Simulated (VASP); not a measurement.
Write the native input for VASP 6.6.1 that does the following.

- Task: single point
- Functional: LDA
- Potentials or basis: VASP PAW LDA potentials, release 64 (K_sv, F)
- Cutoff: 600 eV
- k mesh: 8 × 8 × 8
- Occupations: gaussian, width 0.01 eV
- Spin: no spin polarisation
- Dipole correction: no
- Further INCAR settings: ALGO = Normal; EDIFF = 1e-06; NBANDS = 15

The structure of KF lies in POSCAR:

```
KF
1.0
    0.0000000000      2.5812883216      2.5812883216
    2.5812883216      0.0000000000      2.5812883216
    2.5812883216      2.5812883216      0.0000000000
K F
1 1
Direct
    0.0000000000      0.0000000000      0.0000000000
    0.5000000000      0.5000000000      0.5000000000
```

These files were run (other wordings do the same):

INCAR

```
ALGO     = Normal         # electronic algorithm
EDIFF    = 1E-6           # SCF threshold, eV
ENCUT    = 600            # plane-wave cutoff, eV
GGA_COMPAT= False        
ISIF     = 2              # what is computed and relaxed
ISMEAR   = 0              # smearing method
LASPH    = True           # aspherical terms in the spheres
LCHARG   = False          # write CHGCAR
LREAL    = False          # projectors in reciprocal space
LWAVE    = False          # write WAVECAR
NBANDS   = 15             # bands
NELM     = 120            # most SCF steps
PREC     = Accurate       # precision mode
SIGMA    = 0.01           # smearing width, eV
```

KPOINTS

```
k-points
0
Gamma
  8 8 8
```

Potentials or basis: VASP PAW LDA potentials, release 64 (K_sv, F).

Launch:

```sh
$ cat potpaw_LDA.64/K_sv/POTCAR potpaw_LDA.64/F/POTCAR > POTCAR
$ mpirun -np 1 vasp_std > vasp.out
```

It gave:

| Quantity | Value |
| --- | --- |
| Pressure | 0.2 GPa |
| Band gap on the k mesh | 6.35 eV |

It took 36 s on 1 thread of AMD EPYC 7R43 64-Core Processor (Zen 3) (shared host), peak memory 0.12 GiB.
